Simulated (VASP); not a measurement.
Here is a VASP 6.6.1 calculation.

The input INCAR:

```
PREC = Accurate ; ENCUT = 520
EDIFF = 1E-7 ; ISMEAR = 0
SIGMA = 0.05 ; LREAL = False
LASPH = True ; NELM = 80
ALGO = Normal ; ISIF = 2
LWAVE = False ; LCHARG = False
NELECT = 48.0 ; NBANDS = 36
```

File KPOINTS:

```
Automatic mesh
0
Gamma
  6 6 6
```

POSCAR

```
HC12
1.0
    1.7657489870     -3.5314979740     -1.7657489870
    3.5314979740     -1.7657489870      1.7657489870
   -1.7657489870     -3.5314979740      1.7657489870
C H
12 1
Direct
    0.2500000000      1.0000000000      0.2500000000
    0.0833333333      0.3333333333      0.7500000000
    0.9166666667      0.6666666667      0.2500000000
    0.7500000000      1.0000000000      0.7500000000
    0.5833333333      0.3333333333      0.2500000000
    0.4166666667      0.6666666667      0.7500000000
    0.9583333333      0.3333333333      0.1250000000
    0.7916666667      0.6666666667      0.6250000000
    0.6250000000      1.0000000000      0.1250000000
    0.4583333333      0.3333333333      0.6250000000
    0.2916666667      0.6666666667      0.1250000000
    0.1250000000      1.0000000000      0.6250000000
    1.1944444444      0.5277777778      0.1666666667
```

Potentials or basis: VASP PAW LDA potentials, release 64 (C, H).

Command:

```sh
$ cat potpaw_LDA.64/C/POTCAR potpaw_LDA.64/H/POTCAR > POTCAR
$ mpirun -np 1 vasp_std > vasp.out
```

(1) Estimate the largest force.

## Answers

(1) 20.892 eV/Å.

Caveat: the cell carries a net charge on a neutralising background, which shifts energy and pressure.
